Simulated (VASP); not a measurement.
GaSb: single point with PBE

GaSb:

```
Ga Sb
1.0
     0.00000    3.10692    3.26227
     3.10692    0.00000    3.26227
     3.10692    3.10692    0.00000
Ga Sb
1 1
Direct
  0.00000 0.00000 0.00000
  0.75000 0.75000 0.75000
```

This cell differs from its parent crystal: strain +0.000 along x and y, +0.050 along z.

```yaml
Program: VASP 6.6.1
Task: single point
Functional: PBE
Potentials_or_basis: VASP PAW PBE potentials, release 64 (Ga_d, Sb)
Cutoff: 520 eV
k_mesh: 16 × 16 × 16
Occupations: gaussian, width 0.15 eV
Spin: no spin polarisation
Dipole_correction: no
Further_INCAR_settings: ALGO = Normal; EDIFF = 1e-06; NBANDS = 16
```

```json
{"Pressure": "-1.9 GPa", "Band gap on the k mesh": "zero (filled and empty bands touch)"}
```

Stress tensor (GPa, compression positive):
```
-1.18  0.00  0.00
 0.00 -1.18  0.00
 0.00  0.00 -3.29
```

Levels at points of the mesh, in eV from the Fermi level:
| k point | band 5 | band 6 | band 7 | band 8 | band 9 | band 10 | band 11 | band 12 | band 13 | band 14 |
| --- | --- | --- | --- | --- | --- | --- | --- | --- | --- | --- |
| (0.00, 0.00, 0.00) | -14.96 | -10.98 | -0.76 | -0.31 | -0.03 | -0.03 | 2.63 | 2.63 | 2.78 | 5.59 |
| (0.50, 0.00, 0.00) | -14.96 | -9.58 | -6.05 | -1.30 | -0.96 | 0.07 | 3.53 | 3.73 | 6.40 | 8.52 |
| (0.50, 0.50, 0.00) | -14.96 | -8.99 | -6.65 | -2.20 | -2.20 | 1.09 | 1.48 | 7.89 | 7.89 | 9.03 |
| (0.50, 0.00, 0.50) | -14.96 | -8.84 | -6.46 | -2.48 | -2.45 | 0.75 | 1.21 | 7.84 | 7.88 | 9.11 |

Run time: 4.6 min on 1 thread of Intel(R) Xeon(R) Platinum 8488C (Sapphire Rapids), with other jobs on the host, peak memory 0.49 GiB.

Caveat: the cell differs from its parent crystal (strain +0.000 along x and y, +0.050 along z); semilocal functionals underestimate gaps, and a narrow one can read as zero; spin-orbit coupling is left out, which moves the levels of the heavy elements.
